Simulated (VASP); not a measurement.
The system is In2GeS2.

```xyz
5
Lattice="3.7457 0.0000 0.0000 -1.8728 3.2438 0.0000 0.0000 0.0000 10.1555" Properties=species:S:1:pos:R:3 pbc="T T T"
In    1.8728    1.0813    2.9626
In    0.0000    2.1626    7.1929
Ge    0.0000    0.0000    0.0000
S     1.8728    1.0813    8.8619
S     0.0000    2.1626    1.2937
```

The cell was built from a structure type or drawn by symmetry, and may not be a known phase.

- Program: VASP 6.6.1
- Task: relaxation of cell and atoms
- Functional: PBE
- Potentials or basis: VASP PAW PBE potentials, release 64 (In_d, Ge_d, S)
- Cutoff: 600 eV
- k mesh: 6 × 6 × 2
- Occupations: gaussian, width 0.1 eV
- Spin: no spin polarisation

At the start: pressure 9.4 GPa; volume 24.68 Å³/atom.

**Question.** Where does the relaxation end?

**Answer.** Over 30 steps the energy falls by 184.8 meV/atom and the volume is 24.77 Å³/atom (+0.4 %); space group P-3m1 (No. 164, to 0.1 Å) before and after.

Step by step:
| step | energy change (eV) | largest force (eV/Å) | pressure (GPa) | volume (Å³) |
| --- | --- | --- | --- | --- |
| 1 | 0.0000 | 1.2793 | 9.44 | 123.39 |
| 2 | -0.6897 | 0.5455 | -1.17 | 151.20 |
| 3 | -0.7038 | 0.5723 | -0.17 | 147.02 |
| 4 | -0.7347 | 0.3911 | -0.14 | 146.88 |
| 5 | -0.7619 | 0.1033 | -0.03 | 146.59 |
| 6 | -0.7623 | 0.1241 | 0.01 | 146.55 |
| 7 | -0.7645 | 0.0789 | -0.11 | 146.56 |
| 8 | -0.7653 | 0.0291 | -0.24 | 146.57 |
| 9 | -0.7668 | 0.0435 | -0.05 | 145.39 |
| 10 | -0.7671 | 0.0553 | 0.10 | 144.44 |
| 11 | -0.7688 | 0.0551 | 0.11 | 143.92 |
| 12 | -0.7743 | 0.0581 | 0.14 | 142.39 |
| 13 | -0.7868 | 0.1067 | 0.22 | 139.33 |
| 14 | -0.8185 | 0.2122 | 0.42 | 133.24 |
| 15 | -0.8650 | 0.4274 | 1.65 | 121.19 |
| 16 | -0.8655 | 0.4282 | 1.64 | 121.13 |
| 17 | -0.8667 | 0.4317 | 1.63 | 120.93 |
| 18 | -0.8688 | 0.4384 | 1.59 | 120.54 |
| 19 | -0.8722 | 0.4526 | 1.50 | 119.75 |
| 20 | -0.8749 | 0.4862 | 1.41 | 118.18 |
| 21 | -0.8752 | 0.4755 | 1.42 | 118.67 |
| 22 | -0.8753 | 0.4797 | 1.41 | 118.47 |
| 23 | -0.8786 | 0.4673 | 1.32 | 118.73 |
| 24 | -0.8878 | 0.4307 | 1.06 | 119.50 |
| 25 | -0.9018 | 0.3595 | 0.55 | 121.04 |
| 26 | -0.9147 | 0.2275 | -0.31 | 124.18 |
| 27 | -0.9150 | 0.2061 | -0.44 | 124.72 |
| 28 | -0.9182 | 0.1704 | -0.35 | 124.54 |
| 29 | -0.9235 | 0.0610 | -0.04 | 124.00 |
| 30 | -0.9238 | 0.0316 | 0.06 | 123.84 |

Final structure:
```
In Ge S
1.0
     3.91058    0.00000    0.00000
    -1.95529    3.38666    0.00000
     0.00000    0.00000    9.35100
In Ge S
2 1 2
Direct
  0.66667 0.33333 0.34990
  0.33333 0.66667 0.65010
  0.00000 0.00000 0.00000
  0.66667 0.33333 0.83526
  0.33333 0.66667 0.16474
```
